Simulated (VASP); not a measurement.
# SiPb (rocksalt type) (Fm-3m) in VASP: notebook

SiPb (rocksalt type) is run at these levels: PBE; tasks: electric field gradients.

All numbers are computed with VASP 6.6.1; they aren't measurements. Logs are shortened: lines on timing, memory, paths and dates and some standing lists are left out, and cuts for length are marked.

**1. The cell of the first run**

The structure is cubic, space group Fm-3m (No. 225). Conventional cell: a = 5.822 Å, b = 5.822 Å, c = 5.822 Å, α = 90.00°, β = 90.00°, γ = 90.00°. Within 3.8 Å of Pb (site symmetry m-3m) lie 6 Si at 2.91 Å. Within 3.8 Å of Si (site symmetry m-3m) lie 6 Pb at 2.91 Å.

**2. Electric field gradients, PBE (24.67 Å³/atom)**

File INCAR:

```
  PREC = Accurate
  ENCUT = 520
  EDIFF = 1E-8
  ISMEAR = -1
  SIGMA = 0.05
  LREAL = False
  LASPH = True
  NELM = 60
  ALGO = Normal
  ISIF = 2
  LWAVE = False
  LCHARG = False
  GGA = PE
  LEFG = True
  NBANDS = 16
```

File KPOINTS:

```
Automatic mesh
0
Gamma
  13 13 13
```

File POSCAR:

```
SiPb
1.0
    0.0000000000      2.9111025484      2.9111025484
    2.9111025484      0.0000000000      2.9111025484
    2.9111025484      2.9111025484      0.0000000000
Pb Si
1 1
Direct
    0.0000000000      0.0000000000      0.0000000000
    0.5000000000      0.5000000000      0.5000000000
```

Potentials or basis: VASP PAW PBE potentials, release 64 (Pb_d, Si).

On the command line:

```console
cat potpaw_PBE.64/Pb_d/POTCAR potpaw_PBE.64/Si/POTCAR > POTCAR
mpirun -np 1 vasp_std > vasp.out
```

OUTCAR:

```text
PREC = Accurate
   ENCUT = 520
   EDIFF = 1E-8
   ISMEAR = -1
   LREAL = False
   LASPH = True
   NELM = 60
   ISIF = 2
   GGA = PE

 ion  position               nearest neighbor table
   1  0.000  0.000  0.000-   2 2.91   2 2.91   2 2.91   2 2.91   2 2.91   2 2.91
   2  0.500  0.500  0.500-   1 2.91   1 2.91   1 2.91   1 2.91   1 2.91   1 2.91

  LATTYP: Found a face centered cubic cell.
 ALAT       =     5.8222050968

  Lattice vectors:

 A1 = (   0.0000000000,   2.9111025484,   2.9111025484)
 A2 = (   2.9111025484,   0.0000000000,   2.9111025484)
 A3 = (   2.9111025484,   2.9111025484,   0.0000000000)

Analysis of symmetry for initial positions (statically):
=====================================================================
 Subroutine PRICEL returns:
 Original cell was already a primitive cell.

 Routine SETGRP: Setting up the symmetry group for a
 face centered cubic supercell.

 Subroutine GETGRP returns: Found 48 space group operations
 (whereof 48 operations were pure point group operations)
 out of a pool of 48 trial point group operations.

The static configuration has the point symmetry O_h .

Analysis of symmetry for dynamics (positions and initial velocities):
=====================================================================
 Subroutine PRICEL returns:
 Original cell was already a primitive cell.

 Routine SETGRP: Setting up the symmetry group for a
 face centered cubic supercell.

 Subroutine GETGRP returns: Found 48 space group operations
 (whereof 48 operations were pure point group operations)
 out of a pool of 48 trial point group operations.

The dynamic configuration has the point symmetry O_h .

 Subroutine INISYM returns: Found 48 space group operations
 (whereof 48 operations are pure point group operations),
 and found     1 'primitive' translations

----------------------------------------------------------------------------------------

                                     Primitive cell

  volume of cell :      49.3404

  direct lattice vectors                    reciprocal lattice vectors
     0.000000000  2.911102548  2.911102548    -0.171756230  0.171756230  0.171756230
     2.911102548  0.000000000  2.911102548     0.171756230 -0.171756230  0.171756230
     2.911102548  2.911102548  0.000000000     0.171756230  0.171756230 -0.171756230

  length of vectors
     4.116920705  4.116920705  4.116920705     0.297490518  0.297490518  0.297490518

  position of ions in fractional coordinates (direct lattice)
     0.000000000  0.000000000  0.000000000
     0.500000000  0.500000000  0.500000000

  ion indices of the primitive-cell ions
   primitive index   ion index
                 1           1
                 2           2

----------------------------------------------------------------------------------------

 KPOINTS: Automatic mesh

Automatic generation of k-mesh.
 Grid dimensions read from file:
 generate k-points for:   13   13   13

 Generating k-lattice:

  Cartesian coordinates                     Fractional coordinates (reciprocal lattice)
    -0.013212018  0.013212018  0.013212018     0.076923077  0.000000000  0.000000000
     0.013212018 -0.013212018  0.013212018     0.000000000  0.076923077  0.000000000
     0.013212018  0.013212018 -0.013212018     0.000000000  0.000000000  0.076923077

  Length of vectors
     0.022883886  0.022883886  0.022883886

  Shift w.r.t. Gamma in fractional coordinates (k-lattice)
     0.000000000  0.000000000  0.000000000

 Subroutine IBZKPT returns following result:
 ===========================================

 Found     84 irreducible k-points:

 Following reciprocal coordinates:
            Coordinates               Weight
  0.000000  0.000000  0.000000      1.000000
  0.076923  0.000000  0.000000      8.000000
  0.153846  0.000000  0.000000      8.000000
  0.230769  0.000000  0.000000      8.000000
  0.307692  0.000000  0.000000      8.000000
  0.384615  0.000000  0.000000      8.000000
[... 16 lines left out ...]
  0.384615  0.153846  0.000000     24.000000
  0.461538  0.153846  0.000000     24.000000
 [... further k-points ...]
   k-points           NKPTS =     84   k-points in BZ     NKDIM =     84   number of bands    NBANDS=     16
   number of dos      NEDOS =    301   number of ions     NIONS =      2
   total plane-waves  NPLWV =  32768
   dimension x,y,z NGX =    32 NGY =   32 NGZ =   32
   dimension x,y,z NGXF=    64 NGYF=   64 NGZF=   64
   ions per type =               1   1
   NGX,Y,Z   is equivalent  to a cutoff of  12.92, 12.92, 12.92 a.u.
   NGXF,Y,Z  is equivalent  to a cutoff of  25.84, 25.84, 25.84 a.u.
 SYSTEM =  unknown system
   PREC   = accura    normal or accurate (medium, high low for compatibility)
   ISTART =      0    job   : 0-new  1-cont  2-samecut
   ICHARG =      2    charge: 1-file 2-atom 10-const
   ISPIN  =      1    spin polarized calculation?
   LNONCOLLINEAR =      F non collinear calculations
   LSORBIT =      F    spin-orbit coupling
   LASPH  =      T    aspherical Exc in radial PAW
   ENCUT  =  520.0 eV  38.22 Ry    6.18 a.u.   7.65  7.65  7.65*2*pi/ulx,y,z
   NELM   =     60;   NELMIN=  2; NELMDL= -5     # of ELM steps
   EDIFF  = 0.1E-07   stopping-criterion for ELM
   LREAL  =      F    real-space projection
   EDIFFG = 0.1E-06   stopping-criterion for IOM
   NSW    =      0    number of steps for IOM
   IBRION =     -1    ionic relax: 0-MD 1-quasi-New 2-CG
   NFREE  =      0    steps in history (QN), initial steepest desc. (CG)
   ISIF   =      2    stress and relaxation
   ISYM   =      2    0-nonsym 1-usesym 2-fastsym
   POTIM  = 0.5000    time-step for ionic-motion
   TEBEG  =    0.0;   TEEND  =   0.0 temperature during run
   PSTRESS=    0.0 pullay stress
   NELECT =      18.0000    total number of electrons
   NUPDOWN=      -1.0000    fix difference up-down
   EMIN   =  10.00;   EMAX   =-10.00  energy-range for DOS
   EFERMI =   0.00;   METHOD = LEGACY
   ISMEAR =    -1;   SIGMA  =   0.05  broadening in eV -4-tet -1-fermi 0-gaus
   EFERMI_NEDOS =   21; number of points for ismear=-14 and -15
   IALGO  =     38    algorithm
   IMIX   =      4    mixing-type and parameters
     AMIX     =   0.40;   BMIX     =  1.00
     AMIX_MAG =   1.60;   BMIX_MAG =  1.00
  volume/ion in A,a.u.               =      24.67       166.48
  Fermi-wavevector in a.u.,A,eV,Ry     =   1.169764  2.210533 18.617495  1.368347
  Thomas-Fermi vector in A             =   2.306232
   LORBIT       =      0    0 simple, 1 ext, 2 COOP (PROOUT), +10 PAW based schemes
   GGA     = PE    functional components
   LHFCALC =     F    Hartree Fock is set to
   AEXX    =    0.0000 exact exchange contribution
   IVDW    =     0    specifies the selected vdW correction
   LEPSILON=     F    determine dielectric tensor
   LRPA    =     F    only Hartree local field effects (RPA)
 non-spin polarized calculation
  energy-cutoff  :      520.00
  volume of cell :       49.34
 maximum number of plane-waves:      1363
   NGX = 15   NGY = 15   NGZ = 15

 number of electron      18.0000001 magnetization

 Free energy of the ion-electron system (eV)
  ---------------------------------------------------
  ext. energy  EPLUGINS =         0.00000000
  ---------------------------------------------------
  free energy    TOTEN  =        -7.89486756 eV

  energy without entropy =       -7.88470056  energy(sigma->0) =       -7.88978406

 E-fermi :   6.7651     XC(G=0): -10.0632

 val. band max:        6.7643254091   @ k =  -0.4615   0.3077   0.0769
 cond. band min:       6.8023854537   @ k =  -0.3077   0.3077   0.0000
 fundamental gap:      0.0380600446
 Fermi energy:         6.7650911640

 k-point     1 :       0.0000    0.0000    0.0000
  band No.  band energies     occupation
      1      -9.9497      2.00000
      2      -9.9497      2.00000
      3      -9.9213      2.00000
      4      -9.9213      2.00000
      5      -9.9213      2.00000
      6      -5.0402      2.00000
[... 8 lines left out ...]
     15      12.9930      0.00000
     16      12.9930      0.00000
[... 419 lines left out ...]
 k-point    24 :       0.4615    0.1538    0.0000
  band No.  band energies     occupation
      1      -9.9949      2.00000
      2      -9.9608      2.00000
      3      -9.9161      2.00000
      4      -9.8767      2.00000
      5      -9.8611      2.00000
      6      -2.6461      2.00000
[... 8 lines left out ...]
     15      16.9836      0.00000
     16      17.8330      0.00000

 [... further k-points ...]

------------------------ aborting loop because EDIFF is reached ----------------------------------------

  FORCE on cell =-STRESS in cart. coord.  units (eV):
  Direction    XX          YY          ZZ          XY          YZ          ZX
  --------------------------------------------------------------------------------------
  -------------------------------------------------------------------------------------
  Total        0.3204005      0.3204005      0.3204005      0.0000000     -0.0000000      0.0000000
  in kB       10.4040227     10.4040227     10.4040227      0.0000000     -0.0000000      0.0000000
  external PRESSURE =      10.4040227 kB  Pullay stress =       0.0000000 kB

 VOLUME and BASIS-vectors are now :
 -----------------------------------------------------------------------------
  energy-cutoff  :      520.00
  volume of cell :       49.34
      direct lattice vectors                 reciprocal lattice vectors
     0.000000000  2.911102548  2.911102548    -0.171756230  0.171756230  0.171756230
     2.911102548  0.000000000  2.911102548     0.171756230 -0.171756230  0.171756230
     2.911102548  2.911102548  0.000000000     0.171756230  0.171756230 -0.171756230

 POSITION                                       TOTAL-FORCE (eV/Angst)
 -----------------------------------------------------------------------------------
      0.00000      0.00000      0.00000         0.000000      0.000000      0.000000
      2.91110      2.91110      2.91110        -0.000000     -0.000000     -0.000000
 -----------------------------------------------------------------------------------
    total drift:                                0.000000     -0.000000     -0.000000

  FREE ENERGIE OF THE ION-ELECTRON SYSTEM (eV)
  ---------------------------------------------------
  free  energy   TOTEN  =        -7.8948675575 eV

  energy  without entropy=       -7.8847005614  energy(sigma->0) =       -7.88978406

 Electric field gradients (V/A^2)
---------------------------------------------------------------------
 ion       V_xx      V_yy      V_zz      V_xy      V_xz      V_yz
---------------------------------------------------------------------
   1      -0.000     0.000     0.000    -0.001    -0.001    -0.001
   2      -0.000     0.000    -0.000     0.000     0.000     0.000
---------------------------------------------------------------------

 Electric field gradients after diagonalization (V/A^2)
 (convention: |V_zz| > |V_xx| > |V_yy|)
----------------------------------------------------------------------
 ion       V_xx      V_yy      V_zz     asymmetry (V_yy - V_xx)/ V_zz
----------------------------------------------------------------------
   1       0.001     0.001    -0.001       0.000
   2      -0.000    -0.000     0.000       0.000
----------------------------------------------------------------------

           NMR quadrupolar parameters

 Cq : quadrupolar parameter    Cq=e*Q*V_zz/h
 eta: asymmetry parameters     (V_yy - V_xx)/ V_zz
 Q  : nuclear electric quadrupole moment in mb (millibarn)
----------------------------------------------------------------------
 ion       Cq(MHz)       eta       Q (mb)
----------------------------------------------------------------------
   1      -0.000       0.000       1.000
   2       0.000       0.000       1.000
----------------------------------------------------------------------
```

It took 22 s on 1 thread of Intel Xeon 6975P-C (Granite Rapids), shared host; peak memory 0.21 GiB.

What came out:

```yaml
Free_energy: -7.8949 eV
Pressure: 1.0 GPa
Band_gap_on_the_k_mesh: zero (bands 9 and 10 overlap by 3.45 eV)
Largest_electric_field_gradient_by_atom: under 0.05 V/Å² on every atom
```

Caveat: spin-orbit coupling is left out, which moves the levels of the heavy elements.

**3. Electric field gradients, PBE**

This run uses another cell than the first one, of 25.17 Å³/atom.

File INCAR:

```
SYSTEM = SiPb
  PREC = Accurate
  ENCUT = 520
  EDIFF = 1E-8
  ISMEAR = -1
  SIGMA = 0.05
  LREAL = .FALSE.
  LASPH = .TRUE.
  NELM = 100
  ALGO = Normal
  ISIF = 2
  LWAVE = .FALSE.
  LCHARG = .FALSE.
  GGA = PE
  LEFG = .TRUE.
  NBANDS = 16
```

File KPOINTS:

```
Automatic mesh
0
G
  13 13 13
  0 0 0
```

File POSCAR:

```
SiPb
1.0
    0.0000000000      2.9307727570      2.9307727570
    2.9307727570      0.0000000000      2.9307727570
    2.9307727570      2.9307727570      0.0000000000
Pb Si
1 1
Direct
    0.0000000000      0.0000000000      0.0000000000
    0.5000000000      0.5000000000      0.5000000000
```

Potentials or basis: VASP PAW PBE potentials, release 64 (Pb_d, Si).

On the command line:

```console
cat potpaw_PBE.64/Pb_d/POTCAR potpaw_PBE.64/Si/POTCAR > POTCAR
mpirun -np 1 vasp_std > vasp.out
```

OUTCAR:

```text
SYSTEM = SiPb
   PREC = Accurate
   ENCUT = 520
   EDIFF = 1E-8
   ISMEAR = -1
   LREAL = .FALSE.
   LASPH = .TRUE.
   NELM = 100
   ISIF = 2
   GGA = PE

 ion  position               nearest neighbor table
   1  0.000  0.000  0.000-   2 2.93   2 2.93   2 2.93   2 2.93   2 2.93   2 2.93
   2  0.500  0.500  0.500-   1 2.93   1 2.93   1 2.93   1 2.93   1 2.93   1 2.93

  LATTYP: Found a face centered cubic cell.
 ALAT       =     5.8615455140

  Lattice vectors:

 A1 = (   0.0000000000,   2.9307727570,   2.9307727570)
 A2 = (   2.9307727570,   0.0000000000,   2.9307727570)
 A3 = (   2.9307727570,   2.9307727570,   0.0000000000)

Analysis of symmetry for initial positions (statically):
=====================================================================
 Subroutine PRICEL returns:
 Original cell was already a primitive cell.

 Routine SETGRP: Setting up the symmetry group for a
 face centered cubic supercell.

 Subroutine GETGRP returns: Found 48 space group operations
 (whereof 48 operations were pure point group operations)
 out of a pool of 48 trial point group operations.

The static configuration has the point symmetry O_h .

Analysis of symmetry for dynamics (positions and initial velocities):
=====================================================================
 Subroutine PRICEL returns:
 Original cell was already a primitive cell.

 Routine SETGRP: Setting up the symmetry group for a
 face centered cubic supercell.

 Subroutine GETGRP returns: Found 48 space group operations
 (whereof 48 operations were pure point group operations)
 out of a pool of 48 trial point group operations.

[... 159 lines left out ...]
      4     -10.1273      2.00000
      5     -10.1273      2.00000
      6      -5.1187      2.00000
[... 433 lines left out ...]
      3     -10.1221      2.00000
      4     -10.0858      2.00000
      5     -10.0715      2.00000
      6      -2.7776      2.00000
[... 8 lines left out ...]
     15      16.7123      0.00000
     16      17.4980      0.00000

 [... further k-points ...]

------------------------ aborting loop because EDIFF is reached ----------------------------------------

  FORCE on cell =-STRESS in cart. coord.  units (eV):
  Direction    XX          YY          ZZ          XY          YZ          ZX
  --------------------------------------------------------------------------------------
  -------------------------------------------------------------------------------------
  Total       -0.0145144     -0.0145144     -0.0145144      0.0000000     -0.0000000      0.0000000
  in kB       -0.4618834     -0.4618834     -0.4618834      0.0000000     -0.0000000      0.0000000
  external PRESSURE =      -0.4618834 kB  Pullay stress =       0.0000000 kB

 VOLUME and BASIS-vectors are now :
 -----------------------------------------------------------------------------
  energy-cutoff  :      520.00
  volume of cell :       50.35
      direct lattice vectors                 reciprocal lattice vectors
     0.000000000  2.930772757  2.930772757    -0.170603469  0.170603469  0.170603469
     2.930772757  0.000000000  2.930772757     0.170603469 -0.170603469  0.170603469
     2.930772757  2.930772757  0.000000000     0.170603469  0.170603469 -0.170603469

 POSITION                                       TOTAL-FORCE (eV/Angst)
 -----------------------------------------------------------------------------------
      0.00000      0.00000      0.00000         0.000000     -0.000000      0.000000
      2.93077      2.93077      2.93077        -0.000000      0.000000     -0.000000
 -----------------------------------------------------------------------------------
    total drift:                                0.000000     -0.000000     -0.000000

  FREE ENERGIE OF THE ION-ELECTRON SYSTEM (eV)
  ---------------------------------------------------
  free  energy   TOTEN  =        -7.8982558581 eV

  energy  without entropy=       -7.8876681304  energy(sigma->0) =       -7.89296199

 Electric field gradients (V/A^2)
---------------------------------------------------------------------
 ion       V_xx      V_yy      V_zz      V_xy      V_xz      V_yz
---------------------------------------------------------------------
   1       0.000     0.000     0.000    -0.001    -0.001    -0.001
   2       0.000    -0.000     0.000     0.000     0.000     0.000
---------------------------------------------------------------------

 Electric field gradients after diagonalization (V/A^2)
 (convention: |V_zz| > |V_xx| > |V_yy|)
----------------------------------------------------------------------
 ion       V_xx      V_yy      V_zz     asymmetry (V_yy - V_xx)/ V_zz
----------------------------------------------------------------------
   1       0.001     0.001    -0.002       0.000
   2      -0.000    -0.000     0.000       0.000
----------------------------------------------------------------------

           NMR quadrupolar parameters

 Cq : quadrupolar parameter    Cq=e*Q*V_zz/h
 eta: asymmetry parameters     (V_yy - V_xx)/ V_zz
 Q  : nuclear electric quadrupole moment in mb (millibarn)
----------------------------------------------------------------------
 ion       Cq(MHz)       eta       Q (mb)
----------------------------------------------------------------------
   1      -0.000       0.000       1.000
   2       0.000       0.000       1.000
----------------------------------------------------------------------
```

OSZICAR:

```text
N       E                     dE             d eps       ncg     rms          rms(c)
DAV:   1     0.123532835237E+03    0.12353E+03   -0.85486E+03  2704   0.117E+03
DAV:   2    -0.154631791460E+01   -0.12508E+03   -0.11996E+03  2904   0.296E+02
DAV:   3    -0.780199942951E+01   -0.62557E+01   -0.62173E+01  3624   0.690E+01
DAV:   4    -0.793891623801E+01   -0.13692E+00   -0.13689E+00  3200   0.114E+01
DAV:   5    -0.794546960513E+01   -0.65534E-02   -0.65532E-02  3984   0.224E+00    0.184E+00
DAV:   6    -0.790027757594E+01    0.45192E-01   -0.86065E-02  3760   0.401E+00    0.104E+00
DAV:   7    -0.789789108217E+01    0.23865E-02   -0.28539E-02  3696   0.178E+00    0.355E-01
DAV:   8    -0.789822331694E+01   -0.33223E-03   -0.27710E-03  3472   0.642E-01    0.418E-02
DAV:   9    -0.789825317254E+01   -0.29856E-04   -0.14625E-04  3648   0.153E-01    0.390E-02
DAV:  10    -0.789825578279E+01   -0.26103E-05   -0.18775E-05  3336   0.323E-02    0.603E-03
DAV:  11    -0.789825583194E+01   -0.49149E-07   -0.51614E-06  3792   0.321E-02    0.207E-03
DAV:  12    -0.789825568901E+01    0.14293E-06   -0.44132E-07  3208   0.492E-03    0.672E-04
DAV:  13    -0.789825578085E+01   -0.91849E-07   -0.25835E-08  3112   0.233E-03    0.227E-04
DAV:  14    -0.789825586623E+01   -0.85375E-07   -0.45926E-09  2344   0.493E-04    0.952E-05
DAV:  15    -0.789825585809E+01    0.81413E-08   -0.40383E-10  1872   0.228E-04
   1 F= -.78982559E+01 E0= -.78929620E+01  d E =-.105877E-01
```

stdout:

```text
POSCAR found type information on POSCAR PbSi
 POSCAR found :  2 types and       2 ions
 scaLAPACK will be used
 LDA part: xc-table for (Slater+PW92), standard interpolation
 POSCAR, INCAR and KPOINTS ok, starting setup
 FFT: planning ... GRIDC
 FFT: planning ... GRID_SOFT
 FFT: planning ... GRID
 WAVECAR not read
 entering main loop
ion   1

ion   2
```

Wall time 21 s (1 thread of Intel Xeon 6975P-C (Granite Rapids), shared host); peak memory 0.21 GiB.

What came out:

- Free energy: -7.8983 eV
- Pressure: 0.0 GPa
- Band gap on the k mesh: zero (bands 9 and 10 overlap by 3.37 eV)
- Largest electric field gradient by atom: under 0.05 V/Å² on every atom

Caveat: spin-orbit coupling is left out, which moves the levels of the heavy elements.

(Part 1 of 2 ends here.)

The gap in the log of VASP goes by the Fermi energy; the results here count the filled bands.